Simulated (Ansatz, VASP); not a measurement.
# Two plane-wave programs on La

```
La
1.0
     3.76516    0.00000    0.00000
    -1.88258    3.26073    0.00000
     0.00000    0.00000    6.11717
La
2
Direct
  0.33333 0.66667 0.75000
  0.66667 0.33333 0.25000
```

Alike in both runs: functional PBE; k mesh 14 × 14 × 8; occupations gaussian, width 0.05 eV; no spin polarisation.

Ansatz relaxed the structure, and its values are those at the end. VASP's run is a single point on that final structure, the one shown.

```csv
,VASP,Ansatz
version,VASP 6.6.1,Ansatz 0.2.0
potentials or method,"VASP PAW PBE potentials, release 64 (La), cutoff 520 eV","scalar-relativistic, plane waves, PAW"
valence electrons in the cell,22,22
```

Ansatz gave:

```
gap on the k mesh at the Fermi level (eV) : none
pressure (GPa)                            : 0.0
```

**Question.** What did VASP give for the same quantities?

**Answer.** gap on the k mesh at the Fermi level (eV): none; pressure (GPa): 0.1.

A gap of «none» marks a metal or a gap that the smearing closes. With one functional, cell and mesh, what is left measures potentials, basis and numerics.

Spin-orbit coupling is off throughout.
